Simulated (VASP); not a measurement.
# Ti (P6_3/mmc) in VASP: settings compared

Aim: see how the results for Ti move with the level of theory and the settings. Levels: PBEsol, LDA. Tasks: electric field gradients.

All numbers are computed with VASP 6.6.1; they aren't measurements. Logs are shortened: lines on timing, memory, paths and dates and some standing lists are left out, and cuts for length are marked.

### 1 The cell of the first run

It takes space group P6_3/mmc (No. 194, hexagonal). Conventional cell: a = 2.910 Å, b = 2.910 Å, c = 4.623 Å, α = 90.00°, β = 90.00°, γ = 120.00°. Within 3.8 Å of Ti (site symmetry -6m2) lie 12 Ti at 2.86 to 2.91 Å.

### 2 Electric field gradients, PBEsol (functional pbesol, volume scaled by 0.96)

File INCAR:

```
SYSTEM = Ti
PREC = Accurate
ENCUT = 520
EDIFF = 1E-8
ISMEAR = -1
SIGMA = 0.08
LREAL = .FALSE.
LASPH = .TRUE.
NELM = 100
ALGO = Normal
ISIF = 2
LWAVE = .FALSE.
LCHARG = .FALSE.
GGA = PS
LEFG = .TRUE.
NBANDS = 19
```

File KPOINTS:

```
regular mesh
0
G
  13 13 7
  0 0 0
```

File POSCAR:

```
Ti
1.0
    2.9101281370      0.0000000000      0.0000000000
   -1.4550640685      2.5202448949      0.0000000000
    0.0000000000      0.0000000000      4.6226679121
Ti
2
Direct
    0.3333333333      0.6666666667      0.2500000000
    0.6666666667      0.3333333333      0.7500000000
```

Potentials or basis: VASP PAW PBE potentials, release 64 (Ti_sv).

The run is started by

```
$ cat potpaw_PBE.64/Ti_sv/POTCAR > POTCAR
$ mpirun -np 1 vasp_std > vasp.out
```

OUTCAR:

```text
SYSTEM = Ti
   PREC = Accurate
   ENCUT = 520
   EDIFF = 1E-8
   ISMEAR = -1
   LREAL = .FALSE.
   LASPH = .TRUE.
   NELM = 100
   ISIF = 2
   GGA = PS

 ion  position               nearest neighbor table
   1  0.333  0.667  0.250-   2 2.86   2 2.86   2 2.86   2 2.86   2 2.86   2 2.86
   2  0.667  0.333  0.750-   1 2.86   1 2.86   1 2.86   1 2.86   1 2.86   1 2.86

  LATTYP: Found a hexagonal cell.
 ALAT       =     2.9101281370
 C/A-ratio  =     1.5884757284

  Lattice vectors:

 A1 = (   2.9101281370,   0.0000000000,   0.0000000000)
 A2 = (  -1.4550640685,   2.5202448949,   0.0000000000)
 A3 = (   0.0000000000,   0.0000000000,   4.6226679121)

Analysis of symmetry for initial positions (statically):
=====================================================================
 Subroutine PRICEL returns:
 Original cell was already a primitive cell.

 Routine SETGRP: Setting up the symmetry group for a
 hexagonal supercell.

 Subroutine GETGRP returns: Found 24 space group operations
 (whereof 12 operations were pure point group operations)
 out of a pool of 24 trial point group operations.

The static configuration has the point symmetry D_3d.
 The point group associated with its full space group is D_6h.

Analysis of symmetry for dynamics (positions and initial velocities):
=====================================================================
 Subroutine PRICEL returns:
 Original cell was already a primitive cell.

 Routine SETGRP: Setting up the symmetry group for a
 hexagonal supercell.

 Subroutine GETGRP returns: Found 24 space group operations
 (whereof 12 operations were pure point group operations)
 out of a pool of 24 trial point group operations.

The dynamic configuration has the point symmetry D_3d.
 The point group associated with its full space group is D_6h.

 Subroutine INISYM returns: Found 24 space group operations
 (whereof 12 operations are pure point group operations),
 and found     1 'primitive' translations

----------------------------------------------------------------------------------------

                                     Primitive cell

  volume of cell :      33.9037

  direct lattice vectors                    reciprocal lattice vectors
     2.910128137  0.000000000  0.000000000     0.343627481  0.198393418  0.000000000
    -1.455064069  2.520244895  0.000000000     0.000000000  0.396786837  0.000000000
     0.000000000  0.000000000  4.622667912     0.000000000  0.000000000  0.216325295

  length of vectors
     2.910128137  2.910128137  4.622667912     0.396786837  0.396786837  0.216325295

  position of ions in fractional coordinates (direct lattice)
     0.333333333  0.666666667  0.250000000
     0.666666667  0.333333333  0.750000000

  ion indices of the primitive-cell ions
   primitive index   ion index
                 1           1
                 2           2

----------------------------------------------------------------------------------------

 KPOINTS: regular mesh

Automatic generation of k-mesh.
 Grid dimensions read from file:
 generate k-points for:   13   13    7

 Generating k-lattice:

  Cartesian coordinates                     Fractional coordinates (reciprocal lattice)
     0.026432883  0.015261032  0.000000000     0.076923077  0.000000000  0.000000000
     0.000000000  0.030522064  0.000000000     0.000000000  0.076923077  0.000000000
     0.000000000  0.000000000  0.030903614     0.000000000  0.000000000  0.142857143

  Length of vectors
     0.030522064  0.030522064  0.030903614

  Shift w.r.t. Gamma in fractional coordinates (k-lattice)
     0.000000000  0.000000000  0.000000000

 Subroutine IBZKPT returns following result:
 ===========================================

 Found     84 irreducible k-points:

 Following reciprocal coordinates:
            Coordinates               Weight
  0.000000  0.000000  0.000000      1.000000
  0.076923  0.000000  0.000000      6.000000
  0.153846 -0.000000  0.000000      6.000000
  0.230769  0.000000  0.000000      6.000000
  0.307692 -0.000000  0.000000      6.000000
  0.384615 -0.000000  0.000000      6.000000
[... 16 lines left out ...]
  0.076923  0.000000  0.142857     12.000000
  0.153846 -0.000000  0.142857     12.000000
 [... further k-points ...]
   k-points           NKPTS =     84   k-points in BZ     NKDIM =     84   number of bands    NBANDS=     19
   number of dos      NEDOS =    301   number of ions     NIONS =      2
   total plane-waves  NPLWV =  20736
   dimension x,y,z NGX =    24 NGY =   24 NGZ =   36
   dimension x,y,z NGXF=    48 NGYF=   48 NGZF=   72
   ions per type =               2
   NGX,Y,Z   is equivalent  to a cutoff of  13.71, 13.71, 12.95 a.u.
   NGXF,Y,Z  is equivalent  to a cutoff of  27.42, 27.42, 25.89 a.u.
 SYSTEM =  Ti
   PREC   = accura    normal or accurate (medium, high low for compatibility)
   ISTART =      0    job   : 0-new  1-cont  2-samecut
   ICHARG =      2    charge: 1-file 2-atom 10-const
   ISPIN  =      1    spin polarized calculation?
   LNONCOLLINEAR =      F non collinear calculations
   LSORBIT =      F    spin-orbit coupling
   LASPH  =      T    aspherical Exc in radial PAW
   ENCUT  =  520.0 eV  38.22 Ry    6.18 a.u.   5.41  5.41  8.60*2*pi/ulx,y,z
   NELM   =    100;   NELMIN=  2; NELMDL= -5     # of ELM steps
   EDIFF  = 0.1E-07   stopping-criterion for ELM
   LREAL  =      F    real-space projection
   EDIFFG = 0.1E-06   stopping-criterion for IOM
   NSW    =      0    number of steps for IOM
   IBRION =     -1    ionic relax: 0-MD 1-quasi-New 2-CG
   NFREE  =      0    steps in history (QN), initial steepest desc. (CG)
   ISIF   =      2    stress and relaxation
   ISYM   =      2    0-nonsym 1-usesym 2-fastsym
   POTIM  = 0.5000    time-step for ionic-motion
   TEBEG  =    0.0;   TEEND  =   0.0 temperature during run
   PSTRESS=    0.0 pullay stress
   NELECT =      24.0000    total number of electrons
   NUPDOWN=      -1.0000    fix difference up-down
   EMIN   =  10.00;   EMAX   =-10.00  energy-range for DOS
   EFERMI =   0.00;   METHOD = LEGACY
   ISMEAR =    -1;   SIGMA  =   0.08  broadening in eV -4-tet -1-fermi 0-gaus
   EFERMI_NEDOS =   21; number of points for ismear=-14 and -15
   IALGO  =     38    algorithm
   IMIX   =      4    mixing-type and parameters
     AMIX     =   0.40;   BMIX     =  1.00
     AMIX_MAG =   1.60;   BMIX_MAG =  1.00
  volume/ion in A,a.u.               =      16.95       114.40
  Fermi-wavevector in a.u.,A,eV,Ry     =   1.459025  2.757157 28.963455  2.128754
  Thomas-Fermi vector in A             =   2.575641
   LORBIT       =      0    0 simple, 1 ext, 2 COOP (PROOUT), +10 PAW based schemes
   GGA     = PS    functional components
   LHFCALC =     F    Hartree Fock is set to
   AEXX    =    0.0000 exact exchange contribution
   IVDW    =     0    specifies the selected vdW correction
   LEPSILON=     F    determine dielectric tensor
   LRPA    =     F    only Hartree local field effects (RPA)
 non-spin polarized calculation
  energy-cutoff  :      520.00
  volume of cell :       33.90
 maximum number of plane-waves:       936
 NGX is ok and might be reduce to    24
   NGX = 11   NGY = 11   NGZ = 17

 number of electron      23.9999999 magnetization

 Free energy of the ion-electron system (eV)
  ---------------------------------------------------
  ext. energy  EPLUGINS =         0.00000000
  ---------------------------------------------------
  free energy    TOTEN  =       -16.69775407 eV

  energy without entropy =      -16.65053712  energy(sigma->0) =      -16.67414560

 E-fermi :   8.4553     XC(G=0): -11.7515

 val. band max:        8.4534941029   @ k =   0.3846   0.2308   0.4286
 cond. band min:       8.4607425508   @ k =   0.0000   0.0000   0.4286
 fundamental gap:      0.0072484479
 Fermi energy:         8.4552987403

 k-point     1 :       0.0000    0.0000    0.0000
  band No.  band energies     occupation
      1     -48.1161      2.00000
      2     -47.9637      2.00000
      3     -24.8323      2.00000
      4     -24.1347      2.00000
      5     -24.1347      2.00000
      6     -24.0591      2.00000
[... 11 lines left out ...]
     18      10.1460      0.00000
     19      11.7253      0.00000

 k-point     2 :       0.0769    0.0000    0.0000
  band No.  band energies     occupation
      1     -48.1095      2.00000
      2     -47.9610      2.00000
      3     -24.8181      2.00000
      4     -24.1643      2.00000
      5     -24.1446      2.00000
      6     -24.0650      2.00000
[... 476 lines left out ...]
 k-point    24 :       0.1538   -0.0000    0.1429
  band No.  band energies     occupation
      1     -48.0842      2.00000
      2     -47.9608      2.00000
      3     -24.7478      2.00000
      4     -24.2384      2.00000
      5     -24.1799      2.00000
      6     -24.1646      2.00000
[... 11 lines left out ...]
     18      10.3062      0.00000
     19      11.8651      0.00000

 [... further k-points ...]
[... 5 lines left out ...]
  --------------------------------------------------------------------------------------
  -------------------------------------------------------------------------------------
  Total       -0.3490657     -0.3490657     -0.4271629      0.0000000      0.0000000      0.0000000
  in kB      -16.4956815    -16.4956815    -20.1862931      0.0000000      0.0000000      0.0000000
  external PRESSURE =     -17.7258854 kB  Pullay stress =       0.0000000 kB

 VOLUME and BASIS-vectors are now :
 -----------------------------------------------------------------------------
  energy-cutoff  :      520.00
  volume of cell :       33.90
      direct lattice vectors                 reciprocal lattice vectors
     2.910128137  0.000000000  0.000000000     0.343627481  0.198393418  0.000000000
    -1.455064069  2.520244895  0.000000000     0.000000000  0.396786837  0.000000000
     0.000000000  0.000000000  4.622667912     0.000000000  0.000000000  0.216325295

 POSITION                                       TOTAL-FORCE (eV/Angst)
 -----------------------------------------------------------------------------------
     -0.00000      1.68016      1.15567        -0.000000      0.000000      0.000000
      1.45506      0.84008      3.46700         0.000000     -0.000000      0.000000
 -----------------------------------------------------------------------------------
    total drift:                               -0.000000      0.000000     -0.000000

  FREE ENERGIE OF THE ION-ELECTRON SYSTEM (eV)
  ---------------------------------------------------
  free  energy   TOTEN  =       -16.6977540730 eV

  energy  without entropy=      -16.6505371179  energy(sigma->0) =      -16.67414560

 Electric field gradients (V/A^2)
---------------------------------------------------------------------
 ion       V_xx      V_yy      V_zz      V_xy      V_xz      V_yz
---------------------------------------------------------------------
   1      -9.118    -9.117    18.234     0.001     0.000    -0.000
   2      -9.118    -9.117    18.234     0.001    -0.000     0.000
---------------------------------------------------------------------

 Electric field gradients after diagonalization (V/A^2)
 (convention: |V_zz| > |V_xx| > |V_yy|)
----------------------------------------------------------------------
 ion       V_xx      V_yy      V_zz     asymmetry (V_yy - V_xx)/ V_zz
----------------------------------------------------------------------
   1      -9.118    -9.116    18.234       0.000
   2      -9.118    -9.116    18.234       0.000
----------------------------------------------------------------------

           NMR quadrupolar parameters

 Cq : quadrupolar parameter    Cq=e*Q*V_zz/h
 eta: asymmetry parameters     (V_yy - V_xx)/ V_zz
 Q  : nuclear electric quadrupole moment in mb (millibarn)
----------------------------------------------------------------------
 ion       Cq(MHz)       eta       Q (mb)
----------------------------------------------------------------------
   1       0.044       0.000       1.000
   2       0.044       0.000       1.000
----------------------------------------------------------------------
```

It took 61 s on 1 thread of Intel Xeon Platinum 8488C (Sapphire Rapids), shared host; peak memory 0.18 GiB.

What came out:

- Free energy: -16.6978 eV
- Pressure: -1.8 GPa
- Band gap on the k mesh: zero (band 12 reaches 9.26 eV, above the bottom of band 13 at 8.13 eV)

Stress tensor (GPa, compression positive):
```
-1.65  0.00  0.00
 0.00 -1.65  0.00
 0.00  0.00 -2.02
```

Electric field gradients, principal values (V/Å²):
```tsv
atom	least	middle	greatest (by size)
1 Ti	-9.116	-9.118	18.234
2 Ti	-9.116	-9.118	18.234
```

Caveat: without QUAD_EFG the Cq values of the log hold for a quadrupole moment of 1 mb, not for the nuclei; the PAW data sets were made with another functional, which shifts forces and pressure a little.

(Part 1 of 2 ends here.)
